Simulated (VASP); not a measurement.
# Li2S (Fm-3m) in VASP: notebook

Li2S is run at these levels: PBEsol; tasks: elastic constants.

All numbers are computed with VASP 6.6.1; they aren't measurements. Logs are shortened: lines on timing, memory, paths and dates and some standing lists are left out, and cuts for length are marked.

## (1) The cell of the first run

Symmetry: Fm-3m, No. 225, cubic system. Conventional cell: a = 5.239 Å, b = 5.239 Å, c = 5.239 Å, α = 90.00°, β = 90.00°, γ = 90.00°. Within 3.0 Å of Li (site symmetry -43m) lie 4 S at 2.27 Å and 6 Li at 2.62 Å. Within 3.0 Å of S (site symmetry m-3m) lie 8 Li at 2.27 Å.

## (2) Elastic constants, PBEsol

File INCAR:

```
PREC     = Accurate       # precision mode
ENCUT    = 750            # plane-wave cutoff, eV
EDIFF    = 1E-8           # SCF threshold, eV
ISMEAR   = 0              # smearing method
SIGMA    = 0.01           # smearing width, eV
LREAL    = False          # projectors in reciprocal space
LASPH    = True           # aspherical terms in the spheres
NELM     = 120            # most SCF steps
ALGO     = Normal         # electronic algorithm
ISIF     = 3              # what is computed and relaxed
LWAVE    = False          # write WAVECAR
LCHARG   = False          # write CHGCAR
GGA      = PS             # functional
NBANDS   = 13             # bands
IBRION   = 6              # ionic algorithm
NFREE    = 2            
POTIM    = 0.015          # step
NSW      = 1              # ionic steps
GGA_COMPAT= False
```

File KPOINTS:

```
regular mesh
0
Gamma
  8 8 8
```

File POSCAR:

```
Li2S
1.0
    0.0000000000      2.6196714069      2.6196714069
    2.6196714069      0.0000000000      2.6196714069
    2.6196714069      2.6196714069      0.0000000000
Li S
2 1
Direct
    0.2500000000      0.2500000000      0.2500000000
    0.7500000000      0.7500000000      0.7500000000
    0.0000000000      0.0000000000      0.0000000000
```

Potentials or basis: VASP PAW PBE potentials, release 64 (Li_sv, S).

Command:

```bash
$ cat potpaw_PBE.64/Li_sv/POTCAR potpaw_PBE.64/S/POTCAR > POTCAR
$ mpirun -np 1 vasp_std > vasp.out
```

OUTCAR:

```text
PREC = Accurate
   ENCUT = 750
   EDIFF = 1E-8
   ISMEAR = 0
   LREAL = False
   LASPH = True
   NELM = 120
   ISIF = 3
   GGA = PS
   IBRION = 6
   NFREE = 2
   POTIM = 0.015
   NSW = 1

 ion  position               nearest neighbor table
   1  0.250  0.250  0.250-   3 2.27   3 2.27   3 2.27   3 2.27
   2  0.750  0.750  0.750-   3 2.27   3 2.27   3 2.27   3 2.27
   3  0.000  0.000  0.000-   2 2.27   2 2.27   2 2.27   1 2.27   2 2.27   1 2.27   1 2.27   1 2.27

  LATTYP: Found a face centered cubic cell.
 ALAT       =     5.2393428138

  Lattice vectors:

 A1 = (   0.0000000000,   2.6196714069,   2.6196714069)
 A2 = (   2.6196714069,   0.0000000000,   2.6196714069)
 A3 = (   2.6196714069,   2.6196714069,   0.0000000000)

Analysis of symmetry for initial positions (statically):
=====================================================================
 Subroutine PRICEL returns:
 Original cell was already a primitive cell.

 Routine SETGRP: Setting up the symmetry group for a
 face centered cubic supercell.

 Subroutine GETGRP returns: Found 48 space group operations
 (whereof 48 operations were pure point group operations)
 out of a pool of 48 trial point group operations.

The static configuration has the point symmetry O_h .

Analysis of symmetry for dynamics (positions and initial velocities):
=====================================================================
 Subroutine PRICEL returns:
 Original cell was already a primitive cell.

 Routine SETGRP: Setting up the symmetry group for a
 face centered cubic supercell.

 Subroutine GETGRP returns: Found 48 space group operations
 (whereof 48 operations were pure point group operations)
 out of a pool of 48 trial point group operations.

The dynamic configuration has the point symmetry O_h .

 Subroutine INISYM returns: Found 48 space group operations
 (whereof 48 operations are pure point group operations),
 and found     1 'primitive' translations

----------------------------------------------------------------------------------------

                                     Primitive cell

  volume of cell :      35.9559

  direct lattice vectors                    reciprocal lattice vectors
     0.000000000  2.619671407  2.619671407    -0.190863632  0.190863632  0.190863632
     2.619671407  0.000000000  2.619671407     0.190863632 -0.190863632  0.190863632
     2.619671407  2.619671407  0.000000000     0.190863632  0.190863632 -0.190863632

  length of vectors
     3.704774833  3.704774833  3.704774833     0.330585508  0.330585508  0.330585508

  position of ions in fractional coordinates (direct lattice)
     0.250000000  0.250000000  0.250000000
     0.750000000  0.750000000  0.750000000
     0.000000000  0.000000000  0.000000000

  ion indices of the primitive-cell ions
   primitive index   ion index
                 1           1
                 2           2
                 3           3

----------------------------------------------------------------------------------------

 KPOINTS: regular mesh

Automatic generation of k-mesh.
 Grid dimensions read from file:
 generate k-points for:    8    8    8

 Generating k-lattice:

  Cartesian coordinates                     Fractional coordinates (reciprocal lattice)
    -0.023857954  0.023857954  0.023857954     0.125000000  0.000000000  0.000000000
     0.023857954 -0.023857954  0.023857954     0.000000000  0.125000000  0.000000000
[... 115 lines left out ...]
  -------------------------------------------------------------------------------------
  Total        3.4009911      3.4009911      3.4009911     -0.0000000      0.0000000     -0.0000000
  in kB      151.5463997    151.5463997    151.5463997     -0.0000000      0.0000000     -0.0000000
  external PRESSURE =     151.5463997 kB  Pullay stress =       0.0000000 kB
[... 92 lines left out ...]
  FREE ENERGIE OF THE ION-ELECTRON SYSTEM (eV)
  ---------------------------------------------------
  free  energy   TOTEN  =       -11.9523297319 eV

  energy  without entropy=      -11.9523297319  energy(sigma->0) =      -11.95232973

[... ionic steps 4 to 14 ...]

--------------------------------------- Ionic step       15  -------------------------------------------

 number of electron      11.9999998 magnetization

------------------------ aborting loop because EDIFF is reached ----------------------------------------
[... 69 lines left out ...]
--------------------------------------- Ionic step       17  -------------------------------------------

 number of electron      11.9999997 magnetization

 Free energy of the ion-electron system (eV)
  ---------------------------------------------------
  ext. energy  EPLUGINS =         0.00000000
  ---------------------------------------------------
  free energy    TOTEN  =       -12.00613092 eV

  energy without entropy =      -12.00613092  energy(sigma->0) =      -12.00613092

 E-fermi :   3.2805     XC(G=0):  -9.6339

 val. band max:        3.2160409557   @ k =   0.0000   0.0000   0.0000
 cond. band min:       6.1498868112   @ k =   0.5000   0.5000   0.0000
 fundamental gap:      2.9338458555
 Fermi energy:         3.2804598752

 k-point     1 :       0.0000    0.0000    0.0000
  band No.  band energies     occupation
      1     -39.9843      2.00000
      2     -39.8657      2.00000
      3      -8.5830      2.00000
      4       3.2151      2.00000
      5       3.2151      2.00000
      6       3.2160      2.00000
      7       8.7316      0.00000
      8       9.3542      0.00000
      9       9.3546      0.00000
     10       9.3546      0.00000
     11      14.9786      0.00000
     12      14.9804      0.00000
     13      16.7139      0.00000
[... 354 lines left out ...]
  band No.  band energies     occupation
      1     -39.9210      2.00000
      2     -39.9209      2.00000
      3      -7.8215      2.00000
      4      -0.2872      2.00000
      5       1.5254      2.00000
      6       1.8954      2.00000
      7       9.1745      0.00000
      8      10.4647      0.00000
      9      12.5117      0.00000
     10      13.1722      0.00000
     11      14.5934      0.00000
     12      16.3301      0.00000
     13      18.0790      0.00000

 [... further k-points ...]

------------------------ aborting loop because EDIFF is reached ----------------------------------------

  FORCE on cell =-STRESS in cart. coord.  units (eV):
  Direction    XX          YY          ZZ          XY          YZ          ZX
  --------------------------------------------------------------------------------------
  -------------------------------------------------------------------------------------
  Total        3.4007472      3.4041169      3.4041169      0.0000000      0.0000000     -0.0000000
  in kB      151.5355299    151.6856832    151.6856832      0.0000000      0.0000000     -0.0000000
  external PRESSURE =     151.6356321 kB  Pullay stress =       0.0000000 kB
[... 18 lines left out ...]
  FREE ENERGIE OF THE ION-ELECTRON SYSTEM (eV)
  ---------------------------------------------------
  free  energy   TOTEN  =       -12.0061309152 eV

  energy  without entropy=      -12.0061309152  energy(sigma->0) =      -12.00613092

 INTERNAL STRAIN TENSORS FROM STRAINED CELLS
 ============================================

 INTERNAL STRAIN TENSOR FOR ION    1 for displacements in x,y,z  (eV/Angst):
          X           Y           Z          XY          YZ          ZX
  --------------------------------------------------------------------------------
  x     0.00000    -0.00000     0.00000     0.00000    -4.69399    -0.00000
  y     0.00000    -0.00000     0.00000     0.00000    -0.00000    -4.69365
  z     0.00000    -0.00000    -0.00000    -4.69312    -0.00000    -0.00000

 INTERNAL STRAIN TENSORS FROM DISPLACED ATOMS
 ============================================

 INTERNAL STRAIN TENSOR FOR ION    1 for displacements in x,y,z  (eV/Angst):
          X           Y           Z          XY          YZ          ZX
  --------------------------------------------------------------------------------
  x     0.00000    -0.00000    -0.00000     0.00000    -4.68910     0.00000
  y     0.00000     0.00000     0.00000     0.00000     0.00000    -4.68910
  z    -0.00000    -0.00000     0.00000    -4.68910     0.00000     0.00000

 INTERNAL STRAIN TENSOR FOR ION    3 for displacements in x,y,z  (eV/Angst):
          X           Y           Z          XY          YZ          ZX
  --------------------------------------------------------------------------------
  x     0.00000     0.00000     0.00000     0.00000     0.00000     0.00000
  y     0.00000     0.00000     0.00000     0.00000     0.00000     0.00000
  z     0.00000     0.00000     0.00000     0.00000     0.00000     0.00000

 Eigenvectors and eigenvalues of the dynamical matrix
 ----------------------------------------------------

   1 f  =   15.251187 THz    95.826034 2PiTHz  508.724841 cm-1    63.073813 meV
             X         Y         Z           dx          dy          dz
      1.309836  1.309836  1.309836     0.706679    0.024603   -0.000000
      3.929507  3.929507  3.929507    -0.706679   -0.024603    0.000000
      0.000000  0.000000  0.000000    -0.000000   -0.000000    0.000000
[... 43 lines left out ...]
   9 f/i=    0.000294 THz     0.001850 2PiTHz    0.009820 cm-1     0.001217 meV
             X         Y         Z           dx          dy          dz
      1.309836  1.309836  1.309836    -0.025008   -0.233831   -0.311149
      3.929507  3.929507  3.929507    -0.025008   -0.233831   -0.311149
      0.000000  0.000000  0.000000    -0.053484   -0.500088   -0.665446

--------------------------------------------------------------------------------------------------------

 ELASTIC MODULI CONTR FROM IONIC RELAXATION (kBar)
 Direction    XX          YY          ZZ          XY          YZ          ZX
 --------------------------------------------------------------------------------
 XX          -0.0000     -0.0000     -0.0000     -0.0000     -0.0000      0.0000
 YY          -0.0000     -0.0000     -0.0000     -0.0000     -0.0000      0.0000
 ZZ          -0.0000     -0.0000     -0.0000      0.0000     -0.0000      0.0000
 XY          -0.0000     -0.0000      0.0000   -293.7144      0.0000     -0.0000
 YZ          -0.0000     -0.0000     -0.0000      0.0000   -293.7144      0.0000
 ZX           0.0000      0.0000      0.0000     -0.0000      0.0000   -293.7144
 --------------------------------------------------------------------------------

 TOTAL ELASTIC MODULI (kBar)
 Direction    XX          YY          ZZ          XY          YZ          ZX
 --------------------------------------------------------------------------------
 XX        1310.0983    564.0484    564.0484      0.0000     -0.0000     -0.0000
 YY         564.0484   1310.0983    564.0484      0.0000     -0.0000      0.0000
 ZZ         564.0484    564.0484   1310.0983     -0.0000      0.0000      0.0000
 XY           0.0000      0.0000     -0.0000    496.4453      0.0000     -0.0000
 YZ          -0.0000     -0.0000      0.0000      0.0000    496.4453      0.0000
 ZX          -0.0000      0.0000      0.0000     -0.0000      0.0000    496.4453
 --------------------------------------------------------------------------------
```

Run time: 19 min. Hardware: 1 thread of Oxide Virtual Turin-like, shared host; peak memory 0.3 GiB.

What came out:

- Elastic constants C11, C12, C44: 131, 56, 50 GPa
- Voigt bulk modulus: 81 GPa
- Highest phonon frequency at Γ, LO-TO splitting left out: 509 cm⁻¹

Phonon frequencies in cm⁻¹ (negative: imaginary):
| q point | frequencies |
| --- | --- |
| (0.000, 0.000, 0.000) | 0 0 0 486 486 486 509 509 509 |

Elastic tensor in Voigt notation (GPa, in the Cartesian axes of the cell as first typed):
```
131  56  56   0   0   0
 56 131  56   0   0   0
 56  56 131   0   0   0
  0   0   0  50   0   0
  0   0   0   0  50   0
  0   0   0   0   0  50
```

Clamped-ion elastic tensor (GPa):
```
131  56  56   0   0   0
 56 131  56   0   0   0
 56  56 131   0   0   0
  0   0   0  79   0   0
  0   0   0   0  79   0
  0   0   0   0   0  79
```

Caveat: the cell is under stress, which shifts elastic constants; the PAW data sets were made with another functional, which shifts forces and pressure a little.

(Continued in part 2 of 2.)
